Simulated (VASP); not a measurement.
# CdS (rocksalt type): single point with r2SCAN

CdS (rocksalt type):

```xyz
2
Lattice="0.0000 2.5313 2.5313 2.5313 0.0000 2.5313 2.5313 2.5313 0.0000" Properties=species:S:1:pos:R:3 pbc="T T T"
Cd    0.0000    0.0000    0.0000
S     2.5313    2.5313    2.5313
```

This cell differs from its parent crystal: volume scaled by 0.8.

```yaml
Program: VASP 6.6.1
Task: single point
Functional: r2SCAN
Potentials_or_basis: VASP PAW PBE potentials, release 64 (Cd, S)
Cutoff: 520 eV
k_mesh: 14 × 14 × 14
Occupations: fermi-dirac, width 0.05 eV
Spin: no spin polarisation
```

```yaml
Pressure: 32.0 GPa
Band_gap_on_the_k_mesh: 0.59 eV, indirect (least direct gap 3.70 eV)
```

Levels at points of the mesh, in eV from the valence-band top:
```tsv
k point	band 6	band 7	band 8	band 9	band 10	band 11	band 12	band 13
(0.00, 0.00, 0.00)	-8.64	-1.43	-1.43	-1.43	2.83	9.67	9.67	9.67
(0.50, 0.00, 0.00)	-8.25	-6.08	0.00	0.00	3.70	6.10	6.10	9.75
(0.50, 0.50, 0.00)	-6.82	-6.20	-3.37	-3.37	0.59	5.99	12.39	14.13
```

It took 110 s on 1 thread of Intel(R) Xeon(R) 6975P-C (Granite Rapids) (shared host), peak memory 0.2 GiB.

Caveat: the PAW data sets were made with another functional, which shifts forces and pressure a little. A k mesh can miss the band edges.
